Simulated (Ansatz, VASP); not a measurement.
## Ba2SO: VASP beside Ansatz

```
O Ba S
1.0
     4.29302    0.00000    0.00000
     0.00000    4.29302    0.00000
     0.00000    0.00000    6.07753
O Ba S
1 2 1
Direct
  0.00000 0.00000 0.00000
  0.00000 0.00000 0.50000
  0.50000 0.50000 0.00000
  0.50000 0.50000 0.50000
```

Alike in both runs: task single point; functional r2SCAN; k mesh 6 × 6 × 4; no spin polarisation.

```csv
,VASP,Ansatz
version,VASP 6.6.1,Ansatz 0.2.0
potentials or method,"VASP PAW PBE potentials, release 64 (O, Ba_sv, S)","plane waves, PAW"
plane-wave cutoff (eV),520,500
occupations,"gaussian, width 0.01 eV",fixed
valence electrons in the cell,32,32
```

```csv
,VASP,Ansatz,Ansatz less VASP
gap on the k mesh at the Fermi level (eV),1.90,1.96,+0.065
pressure (GPa),0.8,0.0,-0.83
```

VASP's potentials were made for PBE, not for r2SCAN.

Neither program's run includes spin-orbit coupling.
